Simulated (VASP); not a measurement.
Here is a VASP 6.6.1 calculation.

Contents of INCAR:

```
ALGO     = Normal         # electronic algorithm
EDIFF    = 1E-6           # SCF threshold, eV
ENCUT    = 520            # plane-wave cutoff, eV
GGA      = PE             # functional
ISIF     = 2              # what is computed and relaxed
ISMEAR   = 0              # smearing method
ISPIN    = 2              # spin polarisation
LASPH    = T              # aspherical terms in the spheres
LCHARG   = F              # write CHGCAR
LORBIT   = 11             # projections on sites
LREAL    = F              # projectors in reciprocal space
LWAVE    = F              # write WAVECAR
MAGMOM   = 0 1 1 1 1 1    # initial moments
NBANDS   = 34             # bands
NELM     = 150            # most SCF steps
PREC     = Accurate       # precision mode
SIGMA    = 0.1            # smearing width, eV
```

KPOINTS

```
k-points
0
Gamma
  6 6 4
```

POSCAR

```
CdO5
1.0
    4.4000159891      0.0000000000      0.0000000000
   -2.2000079946      3.8105256237      0.0000000000
    0.0000000000      0.0000000000      7.4660656986
Cd O
1 5
Direct
    0.0000000000      0.0000000000      0.0000000000
    0.0000000000      0.0000000000      0.5814618128
    0.0000000000      0.0000000000      0.4185381872
    0.5000000000      0.0000000000      0.0000000000
    0.0000000000      0.5000000000      0.0000000000
    0.5000000000      0.5000000000      0.0000000000
```

Potentials or basis: VASP PAW PBE potentials, release 64 (Cd, O).

The run is started by

```console
$ cat potpaw_PBE.64/Cd/POTCAR potpaw_PBE.64/O/POTCAR > POTCAR
$ mpirun -np 1 vasp_std > vasp.out
```

Question: Predict the net moment.

Answer: 1.28 μB per cell.

Question: What does it give for the pressure?

Answer: 1.0 GPa.

Question: What does it give for the site moments?

Answer: Cd +0.07; O -0.00, +0.36 μB.

Forces on the atoms (eV/Å):
```
Cd   0.000  0.000  0.000
O    0.000  0.000  1.327
O    0.000  0.000 -1.327
O    0.000  0.000  0.000
O    0.000  0.000  0.000
O    0.000  0.000  0.000
```

Caveat: the standard files for N, O and F lose accuracy on very short bonds; forces of over 1 eV/Å act on the atoms, so gaps and moduli don't describe the material at rest.
